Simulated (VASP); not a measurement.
# Sr2SnO3 (Cmmm) in VASP: relaxation of cell and atoms with PBE

Aim: the relaxation of cell and atoms of Sr2SnO3 with PBE.

Program: VASP 6.6.1. These are calculated values, not measurements. Logs are shortened: lines on timing, memory, paths and dates and some standing lists are left out, and cuts for length are marked.

## (1) The cell of the first run

The structure is orthorhombic, space group Cmmm (No. 65). The conventional cell has a = 5.068 Å, b = 6.457 Å, c = 8.317 Å, α = 90.00°, β = 90.00°, γ = 90.00°. Sr (site symmetry mm2) has 1 Sr at 2.65 Å and 5 O at 2.83 to 3.50 Å within 3.5 Å. Within 2.7 Å of Sn (site symmetry mmm) lie 6 O at 2.05 to 2.53 Å. O (site symmetry 2/m) has 2 Sn at 2.05 Å and 4 O at 2.05 to 2.53 Å within 2.7 Å. Within 2.7 Å of O (site symmetry mmm) lie 4 O at 2.05 Å and 2 Sn at 2.53 Å.

The cell was generated, and may not be a known phase.

## (2) Relaxation of cell and atoms, PBE

The input, INCAR:

```
PREC = Accurate
ENCUT = 600
EDIFF = 1E-6
ISMEAR = 0
SIGMA = 0.1
LREAL = False
LASPH = True
NELM = 100
ALGO = Normal
ISIF = 3
LWAVE = False
LCHARG = False
GGA = PE
IBRION = 2
NSW = 90
EDIFFG = -0.04
```

The input, KPOINTS:

```
Automatic mesh
0
Gamma
  4 4 2
```

The input, POSCAR:

```
Sr2SnO3
1.0
    2.5341684300     -3.2287326200      0.0000000000
    2.5341684300      3.2287326200      0.0000000000
    0.0000000000      0.0000000000      8.3168213600
Sr Sn O
2 1 3
Direct
    0.5000000000      0.5000000000      0.6592755600
    0.5000000000      0.5000000000      0.3407244400
    0.0000000000      0.0000000000      0.0000000000
    0.0000000000      0.5000000000      0.0000000000
    0.5000000000      0.0000000000      0.0000000000
    0.5000000000      0.5000000000      0.0000000000
```

Potentials or basis: VASP PAW PBE potentials, release 64 (Sr_sv, Sn_d, O).

Started as:

```sh
$ cat potpaw_PBE.64/Sr_sv/POTCAR potpaw_PBE.64/Sn_d/POTCAR potpaw_PBE.64/O/POTCAR > POTCAR
$ mpirun -np 1 vasp_std > vasp.out
```

OUTCAR:

```text
PREC = Accurate
   ENCUT = 600
   EDIFF = 1E-6
   ISMEAR = 0
   LREAL = False
   LASPH = True
   NELM = 100
   ISIF = 3
   GGA = PE
   IBRION = 2
   NSW = 90
   EDIFFG = -0.04

 ion  position               nearest neighbor table
   1  0.500  0.500  0.659-   2 2.65   6 2.83   5 3.50   4 3.50   5 3.50   4 3.50   3 3.80   3 3.80
                             3 4.30   3 4.30   2 4.89   2 4.89   2 4.89   2 4.89
   2  0.500  0.500  0.341-   1 2.65   6 2.83   5 3.50   4 3.50   5 3.50   4 3.50   3 3.80   3 3.80
                             3 4.30   3 4.30   1 4.89   1 4.89   1 4.89   1 4.89
   3  0.000  0.000  0.000-   4 2.05   5 2.05   4 2.05   5 2.05   6 2.53   6 2.53   1 3.80   1 3.80
                             2 3.80   2 3.80   2 4.30   1 4.30   1 4.30   2 4.30
   4  0.000  0.500  0.000-   3 2.05   3 2.05   1 3.50   2 3.50   1 3.50   2 3.50
   5  0.500  0.000  0.000-   3 2.05   3 2.05   1 3.50   1 3.50   2 3.50   2 3.50
   6  0.500  0.500  0.000-   3 2.53   3 2.53   1 2.83   2 2.83

  LATTYP: Found a base centered orthorhombic cell.
 ALAT       =     5.0683368600
 B/A-ratio  =     1.2740797264
 C/A-ratio  =     1.6409369759

  Lattice vectors:

 A1 = (   2.5341684300,  -3.2287326200,   0.0000000000)
 A2 = (   2.5341684300,   3.2287326200,   0.0000000000)
 A3 = (   0.0000000000,   0.0000000000,   8.3168213600)

Analysis of symmetry for initial positions (statically):
=====================================================================
 Subroutine PRICEL returns:
 Original cell was already a primitive cell.

 Routine SETGRP: Setting up the symmetry group for a
 base centered orthorhombic supercell.

 Subroutine GETGRP returns: Found  8 space group operations
 (whereof  8 operations were pure point group operations)
 out of a pool of  8 trial point group operations.

The static configuration has the point symmetry D_2h.

Analysis of symmetry for dynamics (positions and initial velocities):
=====================================================================
 Subroutine PRICEL returns:
 Original cell was already a primitive cell.

 Routine SETGRP: Setting up the symmetry group for a
 base centered orthorhombic supercell.

 Subroutine GETGRP returns: Found  8 space group operations
 (whereof  8 operations were pure point group operations)
 out of a pool of  8 trial point group operations.

The dynamic configuration has the point symmetry D_2h.

 Subroutine INISYM returns: Found  8 space group operations
 (whereof  8 operations are pure point group operations),
 and found     1 'primitive' translations

----------------------------------------------------------------------------------------

                                     Primitive cell

  volume of cell :     136.0990

  direct lattice vectors                    reciprocal lattice vectors
     2.534168430 -3.228732620  0.000000000     0.197303381 -0.154859525  0.000000000
     2.534168430  3.228732620  0.000000000     0.197303381  0.154859525  0.000000000
     0.000000000  0.000000000  8.316821360     0.000000000  0.000000000  0.120238244

  length of vectors
     4.104476089  4.104476089  8.316821360     0.250818852  0.250818852  0.120238244

  position of ions in fractional coordinates (direct lattice)
     0.500000000  0.500000000  0.659275560
     0.500000000  0.500000000  0.340724440
     0.000000000  0.000000000  0.000000000
     1.000000000  0.500000000  0.000000000
     0.500000000  1.000000000  0.000000000
     0.500000000  0.500000000  0.000000000

  ion indices of the primitive-cell ions
   primitive index   ion index
                 1           1
                 2           2
                 3           3
                 4           4
                 5           5
                 6           6

----------------------------------------------------------------------------------------

 KPOINTS: Automatic mesh

Automatic generation of k-mesh.
 Grid dimensions read from file:
 generate k-points for:    4    4    2

 Generating k-lattice:

  Cartesian coordinates                     Fractional coordinates (reciprocal lattice)
     0.049325845 -0.038714881  0.000000000     0.250000000 -0.000000000  0.000000000
     0.049325845  0.038714881  0.000000000    -0.000000000  0.250000000  0.000000000
     0.000000000  0.000000000  0.060119122     0.000000000  0.000000000  0.500000000

  Length of vectors
     0.062704713  0.062704713  0.060119122

  Shift w.r.t. Gamma in fractional coordinates (k-lattice)
     0.000000000  0.000000000  0.000000000

 Subroutine IBZKPT returns following result:
 ===========================================

 Found     14 irreducible k-points:

 Following reciprocal coordinates:
            Coordinates               Weight
  0.000000  0.000000  0.000000      1.000000
  0.250000  0.000000  0.000000      4.000000
  0.500000  0.000000  0.000000      2.000000
  0.250000  0.250000  0.000000      2.000000
  0.500000  0.250000  0.000000      4.000000
 -0.250000  0.250000  0.000000      2.000000
  0.500000  0.500000  0.000000      1.000000
  0.000000  0.000000  0.500000      1.000000
  0.250000  0.000000  0.500000      4.000000
  0.500000  0.000000  0.500000      2.000000
  0.250000  0.250000  0.500000      2.000000
  0.500000  0.250000  0.500000      4.000000
 -0.250000  0.250000  0.500000      2.000000
  0.500000  0.500000  0.500000      1.000000
   k-points           NKPTS =     14   k-points in BZ     NKDIM =     14   number of bands    NBANDS=     31
   number of dos      NEDOS =    301   number of ions     NIONS =      6
   total plane-waves  NPLWV =  90720
   dimension x,y,z NGX =    36 NGY =   36 NGZ =   70
   dimension x,y,z NGXF=    72 NGYF=   72 NGZF=  140
   ions per type =               2   1   3
   NGX,Y,Z   is equivalent  to a cutoff of  14.58, 14.58, 13.99 a.u.
   NGXF,Y,Z  is equivalent  to a cutoff of  29.16, 29.16, 27.98 a.u.
 SYSTEM =  unknown system
   PREC   = accura    normal or accurate (medium, high low for compatibility)
   ISTART =      0    job   : 0-new  1-cont  2-samecut
   ICHARG =      2    charge: 1-file 2-atom 10-const
   ISPIN  =      1    spin polarized calculation?
   LNONCOLLINEAR =      F non collinear calculations
   LSORBIT =      F    spin-orbit coupling
   LASPH  =      T    aspherical Exc in radial PAW
   ENCUT  =  600.0 eV  44.10 Ry    6.64 a.u.   8.20  8.20 16.61*2*pi/ulx,y,z
   NELM   =    100;   NELMIN=  2; NELMDL= -5     # of ELM steps
   EDIFF  = 0.1E-05   stopping-criterion for ELM
   LREAL  =      F    real-space projection
   EDIFFG = -.4E-01   stopping-criterion for IOM
   NSW    =     90    number of steps for IOM
   IBRION =      2    ionic relax: 0-MD 1-quasi-New 2-CG
   NFREE  =      1    steps in history (QN), initial steepest desc. (CG)
   ISIF   =      3    stress and relaxation
   ISYM   =      2    0-nonsym 1-usesym 2-fastsym
   POTIM  = 0.5000    time-step for ionic-motion
   TEBEG  =    0.0;   TEEND  =   0.0 temperature during run
   PSTRESS=    0.0 pullay stress
   NELECT =      52.0000    total number of electrons
   NUPDOWN=      -1.0000    fix difference up-down
   EMIN   =  10.00;   EMAX   =-10.00  energy-range for DOS
   EFERMI =   0.00;   METHOD = LEGACY
   ISMEAR =     0;   SIGMA  =   0.10  broadening in eV -4-tet -1-fermi 0-gaus
   EFERMI_NEDOS =   21; number of points for ismear=-14 and -15
   IALGO  =     38    algorithm
   IMIX   =      4    mixing-type and parameters
     AMIX     =   0.40;   BMIX     =  1.00
     AMIX_MAG =   1.60;   BMIX_MAG =  1.00
  volume/ion in A,a.u.               =      22.68       153.07
  Fermi-wavevector in a.u.,A,eV,Ry     =   1.187930  2.244863 19.200249  1.411178
  Thomas-Fermi vector in A             =   2.324071
   LORBIT       =      0    0 simple, 1 ext, 2 COOP (PROOUT), +10 PAW based schemes
   GGA     = PE    functional components
   LHFCALC =     F    Hartree Fock is set to
   AEXX    =    0.0000 exact exchange contribution
   IVDW    =     0    specifies the selected vdW correction
   LEPSILON=     F    determine dielectric tensor
   LRPA    =     F    only Hartree local field effects (RPA)
 conjugate gradient relaxation of ions
 non-spin polarized calculation
 Gauss-broadening in eV      SIGMA  =   0.10
  energy-cutoff  :      600.00
  volume of cell :      136.10
 maximum number of plane-waves:      4554
 NGX is ok and might be reduce to    36
   NGX = 17   NGY = 17   NGZ = 33

--------------------------------------- Ionic step        1  -------------------------------------------

 number of electron      52.0000002 magnetization

 Free energy of the ion-electron system (eV)
  ---------------------------------------------------
  ext. energy  EPLUGINS =         0.00000000
  ---------------------------------------------------
  free energy    TOTEN  =       -21.40777544 eV

  energy without entropy =      -21.35344500  energy(sigma->0) =      -21.38061022

------------------------ aborting loop because EDIFF is reached ----------------------------------------

  FORCE on cell =-STRESS in cart. coord.  units (eV):
  Direction    XX          YY          ZZ          XY          YZ          ZX
  --------------------------------------------------------------------------------------
  -------------------------------------------------------------------------------------
  Total        8.9935848      9.8000098      1.0342031      0.0000000      0.0000000      0.0000000
  in kB      105.8737973    115.3671504     12.1747904      0.0000000      0.0000000      0.0000000
  external PRESSURE =      77.8052460 kB  Pullay stress =       0.0000000 kB
[... 101 lines left out ...]
  FREE ENERGIE OF THE ION-ELECTRON SYSTEM (eV)
  ---------------------------------------------------
  free  energy   TOTEN  =       -24.8127865720 eV

  energy  without entropy=      -24.7671876228  energy(sigma->0) =      -24.78998710

[... ionic steps 4 to 14 ...]

--------------------------------------- Ionic step       15  -------------------------------------------

 number of electron      52.0000020 magnetization

------------------------ aborting loop because EDIFF is reached ----------------------------------------

  FORCE on cell =-STRESS in cart. coord.  units (eV):
  Direction    XX          YY          ZZ          XY          YZ          ZX
  --------------------------------------------------------------------------------------
  -------------------------------------------------------------------------------------
  Total       -0.5390297     -0.4753435     -0.6438802      0.0000000      0.0000000      0.0000000
  in kB       -4.8969154     -4.3183464     -5.8494492      0.0000000      0.0000000      0.0000000
  external PRESSURE =      -5.0215703 kB  Pullay stress =       0.0000000 kB
[... 65 lines left out ...]
  energy  without entropy=      -26.1931970340  energy(sigma->0) =      -26.21292798

--------------------------------------- Ionic step       17  -------------------------------------------

 number of electron      52.0000020 magnetization

 Free energy of the ion-electron system (eV)
  ---------------------------------------------------
  ext. energy  EPLUGINS =         0.00000000
  ---------------------------------------------------
  free energy    TOTEN  =       -26.23360997 eV

  energy without entropy =      -26.19346945  energy(sigma->0) =      -26.21353971

 E-fermi :   1.9779     XC(G=0):  -7.7762

 val. band max:        1.9650534510   @ k =  -0.2500   0.2500   0.0000
 cond. band min:       1.9881939098   @ k =   0.2500   0.2500   0.0000
 fundamental gap:      0.0231404589
 Fermi energy:         1.9778538169

 k-point     1 :       0.0000    0.0000    0.0000
  band No.  band energies     occupation
      1     -33.5855      2.00000
      2     -33.5685      2.00000
      3     -19.4415      2.00000
      4     -19.4384      2.00000
      5     -19.3268      2.00000
      6     -19.3029      2.00000
[... 498 lines left out ...]
  FREE ENERGIE OF THE ION-ELECTRON SYSTEM (eV)
  ---------------------------------------------------
  free  energy   TOTEN  =       -26.2336099707 eV

  energy  without entropy=      -26.1934694533  energy(sigma->0) =      -26.21353971

 reached required accuracy - stopping structural energy minimisation
```

Run time: 12 min. Hardware: 1 thread of Intel Xeon 6975P-C (Granite Rapids), shared host; peak memory 0.35 GiB.

Results:

```yaml
Free_energy: -26.2336 eV
Relaxed_volume: 29.10 Å³/atom
Relaxed_cell: a = 4.592 Å, b = 4.592 Å, c = 8.297 Å, α = 90.00°, β = 90.00°, γ = 93.70°
Space_group_after_relaxing_to_0.1_Å: Cmmm (No. 65)
Energy_gained_by_relaxing: 804.3 meV/atom
Ionic_steps: 17
Pressure_after_relaxing: 0.0 GPa
Largest_force_after_relaxing: 0.026 eV/Å
Band_gap_on_the_k_mesh: zero (bands 26 and 27 overlap by 0.83 eV)
```

Forces in eV/Å, atoms in the order of the input:
```
Sr   0.000  0.000  0.026
Sr   0.000  0.000 -0.026
Sn   0.000  0.000  0.000
O    0.000  0.000  0.000
O    0.000  0.000  0.000
O    0.000  0.000  0.000
```

Stress tensor (GPa, compression positive):
```
-0.02  0.00  0.00
 0.00 -0.12  0.00
 0.00  0.00 -0.01
```

The path:
| step | energy change (eV) | largest force (eV/Å) | pressure (GPa) | volume (Å³) |
| --- | --- | --- | --- | --- |
| 1 | 0.0000 | 4.9315 | 7.78 | 136.10 |
| 2 | -2.5070 | 3.4161 | -1.90 | 158.75 |
| 3 | -3.4050 | 2.8817 | -4.66 | 176.89 |
| 4 | -3.6774 | 0.9907 | -5.07 | 216.44 |
| 5 | -3.8015 | 2.1855 | -5.49 | 195.43 |
| 6 | -3.5782 | 5.5615 | 6.17 | 172.79 |
| 7 | -4.4923 | 0.0529 | -1.57 | 183.20 |
| 8 | -4.4936 | 0.1511 | -1.41 | 182.89 |
| 9 | -4.7510 | 0.1059 | -0.30 | 173.99 |
| 10 | -4.7728 | 0.1704 | 0.25 | 171.04 |
| 11 | -4.7732 | 0.1772 | 0.31 | 170.64 |
| 12 | -4.8004 | 0.0279 | 0.37 | 171.57 |
| 13 | -4.8146 | 0.3633 | 0.54 | 173.46 |
| 14 | -4.8172 | 0.2430 | 0.48 | 172.95 |
| 15 | -4.8222 | 0.1687 | -0.50 | 176.36 |
| 16 | -4.8249 | 0.0229 | -0.14 | 175.09 |
| 17 | -4.8258 | 0.0263 | -0.05 | 174.60 |

Final structure:
```xyz
6
Lattice="3.1406 -3.3503 0.0000 3.1406 3.3503 0.0000 0.0000 0.0000 8.2969" Properties=species:S:1:pos:R:3 pbc="T T T"
Sr    3.1406    0.0000    6.2077
Sr    3.1406    0.0000    2.0892
Sn    0.0000    0.0000    8.2969
O     1.5703    1.6752    8.2969
O     1.5703   -1.6752    8.2969
O     3.1406    0.0000    8.2969
```

Caveat: the k points lie up to 0.38 Å⁻¹ apart in the final cell, too coarse for converged energies and pressures of a metal; the volume moved by over 15 % at a fixed basis, so the end points are rough; spin-orbit coupling is left out, which moves the levels of the heavy elements.

The gap in the log of VASP goes by the Fermi energy; the results here count the filled bands.